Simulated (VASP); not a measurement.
## SnTe: single point with r2SCAN

The system is SnTe.

```
CELL_PARAMETERS angstrom
0.00000 3.18933 3.18933
3.18933 0.00000 3.18933
3.18933 3.18933 0.00000
ATOMIC_POSITIONS crystal
Sn 0.00000 0.00000 0.00000
Te 0.50000 0.50000 0.50000
```

```yaml
Program: VASP 6.6.1
Task: single point
Functional: r2SCAN
Potentials_or_basis: VASP PAW PBE potentials, release 64 (Sn_d, Te)
Cutoff: 520 eV
k_mesh: 8 × 8 × 8
Occupations: fermi-dirac, width 0.02 eV
Spin: non-collinear spin, zero start, spin-orbit coupling
Starting_moments: "[[0.0, 0.0, 0.0], [0.0, 0.0, 0.0]] μB"
Dipole_correction: no
Further_INCAR_settings: ALGO = Normal; EDIFF = 1e-07; NBANDS = 32
```

```yaml
Pressure: -0.2 GPa
Net_moment: 0.00 μB per cell
Valence_electrons_inside_the_program's_atomic_spheres: Sn 12.06; Te 3.41
```

Moments on the atoms (μB; x, y, z):
```
Sn  0.00 0.00 0.00
Te  0.00 0.00 0.00
```

It took 18 min on 1 thread of Intel(R) Xeon(R) Platinum 8259CL CPU @ 2.50GHz (Skylake/Cascade Lake) (shared host), peak memory 0.49 GiB.

Caveat: the PAW data sets were made with another functional, which shifts forces and pressure a little.
